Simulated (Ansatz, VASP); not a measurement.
**One calculation of BeTe, two programs**

```
Be Te
1.0
     0.00000    2.67999    2.67999
     2.67999    0.00000    2.67999
     2.67999    2.67999    0.00000
Be Te
1 1
Direct
  0.00000 0.00000 0.00000
  0.50000 0.50000 0.50000
```

Change from the starting cell: species swapped into the PbSe type (Fm-3m, No. 225).

Alike in both runs: functional PBE; k mesh 18 × 18 × 18; occupations gaussian, width 0.1 eV; no spin polarisation.

Ansatz relaxed the structure, and its values are those at the end. VASP's run is a single point on that final structure, the one shown.

|  | VASP | Ansatz |
| --- | --- | --- |
| version | VASP 6.6.1 | Ansatz 0.2.0 |
| potentials or method | VASP PAW PBE potentials, release 64 (Be, Te), cutoff 520 eV | scalar-relativistic, plane waves, PAW |
| valence electrons in the cell | 8 | 18 |

```csv
,VASP,Ansatz,Ansatz less VASP
gap on the k mesh at the Fermi level (eV),none,none,-
pressure (GPa),0.1,0.0,-0.08
```

A gap of «none» marks a metal or a gap that the smearing closes. The functional is the same, so the differences come from potentials, cutoffs and numerics. VASP's potentials hold 8 valence electrons a cell and Ansatz's 18, so a difference there can come from the potentials and not from the codes.

Neither program's run includes spin-orbit coupling.
